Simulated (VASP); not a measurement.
A run of VASP 6.6.1:

The input INCAR:

```
SYSTEM = CuF
ALGO = Normal ; EDIFF = 1E-7
ENCUT = 520 ; GGA = PE
ISIF = 2 ; ISMEAR = -1
LASPH = .TRUE. ; LCHARG = .FALSE.
LREAL = .FALSE. ; LWAVE = .FALSE.
NBANDS = 26 ; NELM = 80
PREC = Accurate ; SIGMA = 0.02
```

Contents of KPOINTS:

```
k-points
0
G
  12 12 6
  0 0 0
```

POSCAR

```
CuF
1.0
    2.8644951773      0.0000000000      0.0000000000
   -1.4322475886      2.4807255925      0.0000000000
    0.0000000000      0.0000000000      6.8077462040
Cu F
2 2
Direct
    0.3333333333      0.6666666667      0.0460751685
    0.6666666667      0.3333333333      0.5460751685
    0.3333333333      0.6666666667      0.3289248315
    0.6666666667      0.3333333333      0.8289248315
```

Potentials or basis: VASP PAW PBE potentials, release 64 (Cu, F).

Command:

```console
$ cat potpaw_PBE.64/Cu/POTCAR potpaw_PBE.64/F/POTCAR > POTCAR
$ mpirun -np 1 vasp_std > vasp.out
```

Hardware: 1 thread of Intel Xeon 8259CL, on a shared host.

Question: How long does it take, and how much memory?

Answer: Wall time 2.3 min on 1 thread of Intel Xeon 8259CL, with other jobs on the host, peak memory 0.23 GiB. Counts: scf iterations 14, k points 76.
